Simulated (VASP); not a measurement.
The system is Ni.

```
CELL_PARAMETERS angstrom
0.00000 1.77802 1.77802
1.77802 0.00000 1.77802
1.77802 1.77802 0.00000
ATOMIC_POSITIONS crystal
Ni 0.00000 0.00000 0.00000
```

Base run:

```yaml
Program: VASP 6.6.1
Functional: LDA
Potentials_or_basis: VASP PAW LDA potentials, release 64 (Ni)
Cutoff: 520 eV
k_mesh: 24 × 24 × 24
Occupations: gaussian, width 0.15 eV
Spin: collinear spin, ferromagnetic start
Starting_moments: "[0.875] μB"
Fixed_moment: 0.875 μB
```

Its results: pressure -19.9 GPa; site moments Ni +0.87 μB.

The run is repeated on the same cell with these changes: fixed moment from 0.875 μB to 0.25 μB; moments at the start from [0.88] to [0.25]. What comes out?

Pressure -22.4 GPa; site moments Ni +0.26 μB.

Caveats: the cell stands under tension; the total moment is fixed, so each spin has its own Fermi level.
